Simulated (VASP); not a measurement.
Crystal: KBr.

```
CELL_PARAMETERS angstrom
3.97632 0.00000 0.00000
0.00000 3.97632 0.00000
0.00000 0.00000 3.97632
ATOMIC_POSITIONS crystal
K 0.00000 0.00000 0.00000
Br 0.50000 0.50000 0.50000
```

Program: VASP 6.6.1. Alike in all runs: task single point; potentials or basis VASP PAW PBE potentials, release 64 (K_sv, Br); no spin polarisation; cell as given; k mesh 4 × 4 × 4; cutoff (eV) 520; smearing gaussian 0.01 eV. Hardware: 1 thread of Intel(R) Xeon(R) 6975P-C (Granite Rapids) (shared host).

Order these runs on this cell by their wall time, lowest first.
A. level r2SCAN
B. level PBE
C. level HSE06; grid for exact exchange (PRECFOCK) Normal; screening parameter 0.2079 1/Å

B (4.7 s), A (22 s), C (180 s).
